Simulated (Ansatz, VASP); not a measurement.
# Al in VASP and in Ansatz

The input INCAR:

```
PREC     = Accurate       # precision mode
ENCUT    = 520            # plane-wave cutoff, eV
EDIFF    = 1E-6           # SCF threshold, eV
ISMEAR   = -1             # smearing method
SIGMA    = 0.1            # smearing width, eV
LREAL    = F              # projectors in reciprocal space
LASPH    = T              # aspherical terms in the spheres
NELM     = 80             # most SCF steps
ALGO     = Normal         # electronic algorithm
ISIF     = 2              # what is computed and relaxed
LWAVE    = F              # write WAVECAR
LCHARG   = T              # write CHGCAR
GGA      = PS             # functional
LELF     = T              # ELF
LVHAR    = T            
NBANDS   = 8              # bands
```

KPOINTS

```
regular mesh
0
Gamma
  16 16 16
```

The input POSCAR:

```
Al
1.0
    0.0000000000      1.7651934239      1.7651934239
    1.7651934239      0.0000000000      1.7651934239
    1.7651934239      1.7651934239      0.0000000000
Al
1
Direct
    0.0000000000      0.0000000000      0.0000000000
```

Input for Ansatz:

```yaml
crystal:
  lattice:
    - [0.0, 1.7651934239, 1.7651934239]
    - [1.7651934239, 0.0, 1.7651934239]
    - [1.7651934239, 1.7651934239, 0.0]
  atoms:
    - { symbol: Al, position: [0.0, 0.0, 0.0] }
kpoints:
  mp_grid: { grid: [16, 16, 16] }
scf:
  occupations: { method: fermi_dirac, width: 0.1 }
hamiltonian:
  xc: pbesol
  pseudopotentials: { kind: all_electron, lapw: { basis_error: 0.001 } }
output:
  forces: true
  stress: true
  eigenvalues: true
  populations: true
```

Change from the starting cell: volume scaled by 0.68, LAPW.

Alike in both runs: task single point; functional PBEsol; k mesh 16 × 16 × 16; occupations fermi-dirac, width 0.1 eV; no spin polarisation.

|  | VASP | Ansatz |
| --- | --- | --- |
| version | VASP 6.6.1 | Ansatz 0.2.0 |
| potentials or method | VASP PAW PBE potentials, release 64 (Al), cutoff 520 eV | all-electron LAPW, scalar-relativistic |

```tsv
	VASP	Ansatz	Ansatz less VASP
pressure (GPa)	73.6	72.6	-0.98
```

VASP's potentials were made for PBE, not for PBEsol. Both programs put the cell under a high pressure, so it lies far from rest at this level. Ansatz ran all-electron here, and VASP with PAW potentials.

Noted on VASP's run: the cell as given lies far from equilibrium.
